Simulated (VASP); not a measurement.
# SH2 in VASP: a series of runs, part 2 of 2

VASP 6.6.1. The steps go on from the part before.

### Step 3. Single point, PBE+D3(BJ)

INCAR

```
SYSTEM = H2S
PREC = Accurate
ENCUT = 400
EDIFF = 1E-6
ISMEAR = 0
SIGMA = 0.005
LREAL = .False.
LASPH = .True.
NELM = 120
ALGO = Normal
ISIF = 2
LWAVE = .False.
LCHARG = .False.
GGA = PE
IVDW = 12
NBANDS = 11
GGA_COMPAT = .False.
NELMDL = -8
```

KPOINTS

```
Automatic mesh
0
Gamma
  1 1 1
  0 0 0
```

POSCAR

```
H2S
1.0
   12.3255669104      0.0000000000      0.0000000000
    0.0000000000     12.8255669104      0.0000000000
    0.0000000000      0.0000000000     13.3255669104
S H
1 2
Direct
    0.5294691500      0.5110600700      0.4594833100
    0.5162436300      0.4312875900      0.5244762600
    0.4663476000      0.5742980600      0.5158113300
```

Potentials or basis: VASP PAW PBE potentials, release 64 (S, H).

Command:

```
$ cat potpaw_PBE.64/S/POTCAR potpaw_PBE.64/H/POTCAR > POTCAR
$ mpirun -np 1 vasp_gam > vasp.out
```

Wall time 83 s (1 thread of AMD EPYC 7R43 (Zen 3), shared host); peak memory 0.94 GiB.

It converged, with:

```
Free energy                     : -11.2260 eV
Largest force                   : 0.047 eV/Å
Gap between the frontier levels : 5.37 eV
Dispersion energy per atom      : -0.007 eV
```

Forces on the atoms (eV/Å):
```
S   -0.027  0.015  0.035
H    0.001  0.016 -0.010
H    0.026 -0.031 -0.024
```

Levels at points of the mesh, in eV from the valence-band top:
```csv
k point,band 1,band 2,band 3,band 4,band 5,band 6,band 7,band 8
"(0.00, 0.00, 0.00)",-12.21,-4.63,-2.82,0.00,5.37,5.62,6.46,6.77
```

### Step 4. Single point, LDA

INCAR

```
SYSTEM = H2S
ALGO = Normal ; EDIFF = 1E-6
ENCUT = 400 ; GGA_COMPAT = .FALSE.
ISIF = 2 ; ISMEAR = 0
LASPH = .TRUE. ; LCHARG = .TRUE.
LELF = .TRUE. ; LREAL = .FALSE.
LVHAR = .TRUE. ; LWAVE = .FALSE.
NBANDS = 11 ; NELM = 120
NELMDL = -8 ; PREC = Accurate
SIGMA = 0.005
```

KPOINTS

```
k-points
0
G
  1 1 1
  0 0 0
```

POSCAR is that of step 3.

Potentials or basis: VASP PAW LDA potentials, release 64 (S, H).

Command:

```
$ cat potpaw_LDA.64/S/POTCAR potpaw_LDA.64/H/POTCAR > POTCAR
$ mpirun -np 1 vasp_gam > vasp.out
```

OUTCAR:

```text
SYSTEM = H2S
   EDIFF = 1E-6
   ENCUT = 400
   ISIF = 2
   ISMEAR = 0
   LASPH = .TRUE.
   LREAL = .FALSE.
   NELM = 120
   NELMDL = -8
   PREC = Accurate

 ion  position               nearest neighbor table
   1  0.529  0.511  0.459-   2 1.35   3 1.35
   2  0.516  0.431  0.524-   1 1.35
   3  0.466  0.574  0.516-   1 1.35

  LATTYP: Found a simple orthorhombic cell.
 ALAT       =    12.3255669104
 B/A-ratio  =     1.0405660854
 C/A-ratio  =     1.0811321708

  Lattice vectors:

 A1 = (  12.3255669104,   0.0000000000,   0.0000000000)
 A2 = (   0.0000000000,  12.8255669104,   0.0000000000)
 A3 = (   0.0000000000,   0.0000000000,  13.3255669104)

Analysis of symmetry for initial positions (statically):
=====================================================================
 Subroutine PRICEL returns:
 Original cell was already a primitive cell.

 Routine SETGRP: Setting up the symmetry group for a
 simple orthorhombic supercell.

 Subroutine GETGRP returns: Found  1 space group operations
 (whereof  1 operations were pure point group operations)
 out of a pool of  8 trial point group operations.

The static configuration has the point symmetry C_1 .

Analysis of symmetry for dynamics (positions and initial velocities):
=====================================================================
 Subroutine PRICEL returns:
 Original cell was already a primitive cell.

 Routine SETGRP: Setting up the symmetry group for a
 simple orthorhombic supercell.

 Subroutine GETGRP returns: Found  1 space group operations
 (whereof  1 operations were pure point group operations)
 out of a pool of  8 trial point group operations.

The dynamic configuration has the point symmetry C_1 .

[... 89 lines left out ...]
   EMIN   =  10.00;   EMAX   =-10.00  energy-range for DOS
   EFERMI =   0.00;   METHOD = LEGACY
   ISMEAR =     0;   SIGMA  =   0.01  broadening in eV -4-tet -1-fermi 0-gaus
   EFERMI_NEDOS =   21; number of points for ismear=-14 and -15
   IALGO  =     38    algorithm
   IMIX   =      4    mixing-type and parameters
     AMIX     =   0.40;   BMIX     =  1.00
     AMIX_MAG =   1.60;   BMIX_MAG =  1.00
  volume/ion in A,a.u.               =     702.18      4738.54
  Fermi-wavevector in a.u.,A,eV,Ry     =   0.255416  0.482667  0.887609  0.065237
  Thomas-Fermi vector in A             =   1.077651
   LORBIT       =      0    0 simple, 1 ext, 2 COOP (PROOUT), +10 PAW based schemes
   GGA     = CA    functional components
   LHFCALC =     F    Hartree Fock is set to
   AEXX    =    0.0000 exact exchange contribution
   IVDW    =     0    specifies the selected vdW correction
   LEPSILON=     F    determine dielectric tensor
   LRPA    =     F    only Hartree local field effects (RPA)
 non-spin polarized calculation
 Gauss-broadening in eV      SIGMA  =   0.01
  energy-cutoff  :      400.00
  volume of cell :     2106.54
 maximum number of plane-waves:     19124
   NGX = 41   NGY = 41   NGZ = 43

 number of electron       8.0000003 magnetization

 Free energy of the ion-electron system (eV)
  ---------------------------------------------------
  ext. energy  EPLUGINS =         0.00000000
  ---------------------------------------------------
  free energy    TOTEN  =       -11.53843497 eV

  energy without entropy =      -11.53843497  energy(sigma->0) =      -11.53843497

 E-fermi :  -6.2528     XC(G=0):  -0.3966

 val. band max:       -6.2819475667   @ k =   0.0000   0.0000   0.0000
 cond. band min:      -0.8558276701   @ k =   0.0000   0.0000   0.0000
 fundamental gap:      5.4261198966
 Fermi energy:        -6.2528356303

 k-point     1 :       0.0000    0.0000    0.0000
  band No.  band energies     occupation
      1     -18.4211      2.00000
      2     -10.8461      2.00000
      3      -9.0390      2.00000
      4      -6.2819      2.00000
      5      -0.8558      0.00000
      6      -0.6376      0.00000
      7       0.2581      0.00000
      8       0.6283      0.00000
      9       0.6472      0.00000
     10       0.7789      0.00000
     11       0.8046      0.00000

------------------------ aborting loop because EDIFF is reached ----------------------------------------

  FORCE on cell =-STRESS in cart. coord.  units (eV):
  Direction    XX          YY          ZZ          XY          YZ          ZX
  --------------------------------------------------------------------------------------
  -------------------------------------------------------------------------------------
  Total       -0.1120186     -0.1129959     -0.0822880      0.0105812     -0.0205809     -0.0160449
  in kB       -0.0851984     -0.0859418     -0.0625861      0.0080478     -0.0156533     -0.0122033
  external PRESSURE =      -0.0779088 kB  Pullay stress =       0.0000000 kB

 VOLUME and BASIS-vectors are now :
 -----------------------------------------------------------------------------
  energy-cutoff  :      400.00
  volume of cell :     2106.54
      direct lattice vectors                 reciprocal lattice vectors
    12.325566910  0.000000000  0.000000000     0.081132171  0.000000000  0.000000000
     0.000000000 12.825566910  0.000000000     0.000000000  0.077969263  0.000000000
     0.000000000  0.000000000 13.325566910     0.000000000  0.000000000  0.075043712

 POSITION                                       TOTAL-FORCE (eV/Angst)
 -----------------------------------------------------------------------------------
      6.52601      6.55464      6.12288         0.016573      0.024721     -0.039844
      6.36300      5.53151      6.98894        -0.014227     -0.009471      0.028264
      5.74800      7.36570      6.87348        -0.002345     -0.015250      0.011580
 -----------------------------------------------------------------------------------
    total drift:                                0.000095      0.000274     -0.000139

  FREE ENERGIE OF THE ION-ELECTRON SYSTEM (eV)
  ---------------------------------------------------
  free  energy   TOTEN  =       -11.5384349697 eV

  energy  without entropy=      -11.5384349697  energy(sigma->0) =      -11.53843497
```

OSZICAR:

```text
N       E                     dE             d eps       ncg     rms          rms(c)
DAV:   1     0.618025759667E+02    0.61803E+02   -0.11872E+03    22   0.254E+02
DAV:   2     0.111647690247E+02   -0.50638E+02   -0.50107E+02    44   0.332E+01
DAV:   3    -0.112470183257E+02   -0.22412E+02   -0.22385E+02    33   0.445E+01
[... 18 lines left out ...]
DAV:  22    -0.115384199351E+02   -0.17107E-04   -0.37222E-07    22   0.244E-03    0.107E-03
DAV:  23    -0.115384291007E+02   -0.91656E-05   -0.25993E-07    36   0.183E-03    0.227E-03
DAV:  24    -0.115384329275E+02   -0.38268E-05   -0.94624E-08    28   0.132E-03    0.259E-04
DAV:  25    -0.115384342569E+02   -0.13294E-05   -0.25075E-08    22   0.712E-04    0.772E-04
DAV:  26    -0.115384349697E+02   -0.71276E-06   -0.64104E-09    36   0.373E-04
   1 F= -.11538435E+02 E0= -.11538435E+02  d E =-.534230E-17
```

It took 57 s on 1 thread of AMD EPYC 7R43 (Zen 3), shared host; peak memory 0.62 GiB.

Results:

```
Free energy                     : -11.5384 eV
Largest force                   : 0.050 eV/Å
Gap between the frontier levels : 5.43 eV
```

Forces on the atoms (eV/Å):
```
S    0.017  0.025 -0.040
H   -0.014 -0.009  0.028
H   -0.002 -0.015  0.012
```

### Step 5. Single point, PBEsol

INCAR

```
PREC     = Accurate       # precision mode
ENCUT    = 400            # plane-wave cutoff, eV
EDIFF    = 1E-6           # SCF threshold, eV
ISMEAR   = 0              # smearing method
SIGMA    = 0.005          # smearing width, eV
LREAL    = False          # projectors in reciprocal space
LASPH    = True           # aspherical terms in the spheres
NELM     = 120            # most SCF steps
ALGO     = Normal         # electronic algorithm
ISIF     = 2              # what is computed and relaxed
LWAVE    = False          # write WAVECAR
LCHARG   = False          # write CHGCAR
GGA      = PS             # functional
NBANDS   = 11             # bands
GGA_COMPAT= False        
NELMDL   = -8
```

KPOINTS

```
regular mesh
0
Gamma
  1 1 1
```

POSCAR is that of step 4.

Potentials or basis: VASP PAW PBE potentials, release 64 (S, H).

Command:

```
$ cat potpaw_PBE.64/S/POTCAR potpaw_PBE.64/H/POTCAR > POTCAR
$ mpirun -np 1 vasp_gam > vasp.out
```

Run time: 84 s. Hardware: 1 thread of AMD EPYC 7R43 (Zen 3), shared host; peak memory 0.93 GiB.

The run converged. Its results:

| Property | Result |
| --- | --- |
| Free energy | -11.1784 eV |
| Largest force | 0.067 eV/Å |
| Gap between the frontier levels | 5.41 eV |

Forces on the atoms (eV/Å):
```
S    0.026  0.027 -0.056
H   -0.014 -0.024  0.037
H   -0.012 -0.003  0.019
```

Levels at points of the mesh, in eV from the valence-band top:
| k point | band 1 | band 2 | band 3 | band 4 | band 5 | band 6 | band 7 | band 8 |
| --- | --- | --- | --- | --- | --- | --- | --- | --- |
| (0.00, 0.00, 0.00) | -12.18 | -4.59 | -2.79 | 0.00 | 5.41 | 5.66 | 6.44 | 6.78 |

Caveat: the PAW data sets were made with another functional, which shifts forces and pressure a little.

### Step 6. Overview

| level | potentials or basis | gap on the mesh (eV) | largest force (eV/Å) |
| --- | --- | --- | --- |
| RPBE | VASP PAW PBE potentials, release 64 (S, H) | 5.29 | 0.04 |
| PBE+D3(BJ) | VASP PAW PBE potentials, release 64 (S, H) | 5.37 | 0.05 |
| LDA | VASP PAW LDA potentials, release 64 (S, H) | 5.43 | 0.05 |
| PBEsol | VASP PAW PBE potentials, release 64 (S, H) | 5.41 | 0.07 |

Alike in all rows: task single point; no spin polarisation; cell as given; k mesh 1 × 1 × 1; cutoff (eV) 400; smearing gaussian 0.005 eV.

Caveats: the PAW data sets were made with another functional, which shifts forces and pressure a little (at least some runs).

Absolute energies hang on the potentials; compare differences alone.
